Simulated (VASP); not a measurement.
Wanted: the native input for a VASP 6.6.1 run.

| Property | Result |
| --- | --- |
| Task | single point |
| Functional | PBEsol |
| Potentials or basis | VASP PAW PBE potentials, release 64 (Ga_d, As) |
| Cutoff | 520 eV |
| k mesh | 7 × 7 × 7 |
| Occupations | fermi-dirac, width 0.05 eV |
| Spin | no spin polarisation |
| Dipole correction | no |
| Further INCAR settings | ALGO = Normal; EDIFF = 1e-07; NBANDS = 16 |

The structure of GaAs lies in POSCAR:

```
GaAs
1.0
    0.0000000000      2.8300000000      2.8300000000
    2.8300000000      0.0000000000      2.8300000000
    2.8300000000      2.8300000000      0.0000000000
Ga As
1 1
Direct
    0.0000000000      0.0000000000      0.0000000000
    0.2500000000      0.2500000000      0.2500000000
```

These files were run (other wordings do the same):

INCAR

```
SYSTEM = GaAs
PREC = Accurate
ENCUT = 520
EDIFF = 1E-7
ISMEAR = -1
SIGMA = 0.05
LREAL = .False.
LASPH = .True.
NELM = 60
ALGO = Normal
ISIF = 2
LWAVE = .False.
LCHARG = .False.
GGA = PS
NBANDS = 16
```

KPOINTS

```
regular mesh
0
Gamma
  7 7 7
  0 0 0
```

Potentials or basis: VASP PAW PBE potentials, release 64 (Ga_d, As).

Run with:

```bash
$ cat potpaw_PBE.64/Ga_d/POTCAR potpaw_PBE.64/As/POTCAR > POTCAR
$ mpirun -np 1 vasp_std > vasp.out
```

Results of the run:

| Property | Result |
| --- | --- |
| Pressure | 0.1 GPa |
| Band gap on the k mesh | 0.43 eV, direct |

Caveat: the PAW data sets were made with another functional, which shifts forces and pressure a little.

Wall time 16 s on 1 thread of Intel Xeon 8259CL, with other jobs on the host, peak memory 0.17 GiB.
